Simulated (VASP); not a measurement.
Ni, 2 atoms in the cell. Symmetry: Fm-3m, No. 225, cubic system. The conventional cell has a = 3.524 Å, b = 3.524 Å, c = 3.524 Å, α = 90.00°, β = 90.00°, γ = 90.00°. Ni (site symmetry m-3m) has 12 Ni at 2.49 Å within 3.3 Å. 

| Property | Result |
| --- | --- |
| Program | VASP 6.6.1 |
| Task | relaxation of cell and atoms |
| Functional | BLYP |
| Potentials or basis | VASP PAW PBE potentials, release 64 (Ni) |
| Cutoff | 600 eV |
| k mesh | 13 × 13 × 9 |
| Occupations | fermi-dirac, width 0.05 eV |
| Spin | collinear spin, antiferromagnetic start |
| Starting moments | [0.8, -0.8] μB |
| Dipole correction | no |
| Further INCAR settings | ALGO = Normal; EDIFF = 1e-06; IBRION = 2; EDIFFG = -0.01; NSW = 80; ISIF = 3 |

Potentials or basis: VASP PAW PBE potentials, release 64 (Ni).

Command:

```sh
$ cat potpaw_PBE.64/Ni/POTCAR > POTCAR
$ mpirun -np 1 vasp_std > vasp.out
```

Hardware: 1 thread of Intel(R) Xeon(R) 6975P-C (Granite Rapids) (shared host).

Q: How long does it take, and how much memory?

A: It took 3.4 min on 1 thread of Intel(R) Xeon(R) 6975P-C (Granite Rapids), with other jobs on the host, peak memory 0.2 GiB. Counts: scf iterations 48, k points 140, ion steps 3.
